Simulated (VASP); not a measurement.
Wanted: the native input for a VASP 6.6.1 run.

* Task: single point
* Functional: r2SCAN
* Potentials or basis: VASP PAW PBE potentials, release 64 (Zn, Se)
* Cutoff: 520 eV
* k mesh: 8 × 8 × 8
* Occupations: gaussian, width 0.01 eV
* Spin: no spin polarisation
* Dipole correction: no
* Further INCAR settings: ALGO = Normal; EDIFF = 1e-06; NBANDS = 16

The system is ZnSe (Stilleite).

```
Zn Se
1.0
     0.00000    2.83242    2.83242
     2.83242    0.00000    2.83242
     2.83242    2.83242    0.00000
Zn Se
1 1
Cartesian
  0.0000 0.0000 0.0000
  1.4162 1.4162 1.4162
```

These files were run (other wordings do the same):

POSCAR

```
ZnSe
1.0
    0.0000000000      2.8324246766      2.8324246766
    2.8324246766      0.0000000000      2.8324246766
    2.8324246766      2.8324246766      0.0000000000
Zn Se
1 1
Direct
    0.0000000000      0.0000000000      0.0000000000
    0.2500000000      0.2500000000      0.2500000000
```

INCAR.step1

```
PREC = Accurate
ENCUT = 520
ISMEAR = 0
SIGMA = 0.01
LREAL = F
LASPH = T
NELM = 80
NBANDS = 16
GGA = PE
ALGO = Normal
EDIFF = 1E-4
LWAVE = T
LCHARG = F
```

INCAR.step2

```
PREC = Accurate
ENCUT = 520
EDIFF = 1E-6
ISMEAR = 0
SIGMA = 0.01
LREAL = F
LASPH = T
NELM = 80
ALGO = Normal
ISIF = 2
LWAVE = F
LCHARG = F
METAGGA = R2SCAN
LMIXTAU = T
NBANDS = 16
ISTART = 1
```

KPOINTS

```
regular mesh
0
Gamma
  8 8 8
```

Potentials or basis: VASP PAW PBE potentials, release 64 (Zn, Se).

Command:

```console
$ cat potpaw_PBE.64/Zn/POTCAR potpaw_PBE.64/Se/POTCAR > POTCAR
$ cp INCAR.step1 INCAR
$ mpirun -np 1 vasp_std > vasp.out
$ cp INCAR.step2 INCAR
$ mpirun -np 1 vasp_std > vasp.out
```

It gave:

The pressure is 0.1 GPa and the band gap on the k mesh is 1.87 eV, direct.

Caveat: the PAW data sets were made with another functional, which shifts forces and pressure a little.

Run time: 55 s on 1 thread of Intel(R) Xeon(R) 6975P-C (Granite Rapids), with other jobs on the host, peak memory 0.17 GiB.
